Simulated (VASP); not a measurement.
Crystal: BeTe.

```
CELL_PARAMETERS angstrom
0.00000 2.30374 2.30374
2.30374 0.00000 2.30374
2.30374 2.30374 0.00000
ATOMIC_POSITIONS crystal
Be 0.00000 0.00000 0.00000
Te 0.50000 0.50000 0.50000
```

```yaml
Program: VASP 6.6.1
Task: relaxation of cell and atoms
Functional: PBE
Potentials_or_basis: VASP PAW PBE potentials, release 64 (Be, Te)
Cutoff: 600 eV
k_mesh: 8 × 8 × 8
Occupations: gaussian, width 0.1 eV
Spin: no spin polarisation
```

At the start: pressure 76.8 GPa; volume 12.23 Å³/atom.

Problem. How do energy, volume and symmetry change on relaxing?

Solution. Over 4 steps the energy falls by 1145.9 meV/atom and the volume is 19.30 Å³/atom (+57.8 %); space group Fm-3m (No. 225, to 0.1 Å) before and after.

The path:
```
step  energy change (eV)  largest force (eV/Å)  pressure (GPa)  volume (Å³)
   1              0.0000                0.0000           76.83        24.45
   2             -1.7270                0.0000          -10.65        51.62
   3             -2.2916                0.0000            0.42        38.25
   4             -2.2919                0.0000           -0.18        38.59
```

Final structure:
```
CELL_PARAMETERS angstrom
0.00000 2.68217 2.68217
2.68217 0.00000 2.68217
2.68217 2.68217 0.00000
ATOMIC_POSITIONS crystal
Be 0.00000 0.00000 0.00000
Te 0.50000 0.50000 0.50000
```

Caveat: the volume moved by over 15 % at a fixed basis, so the end points are rough.
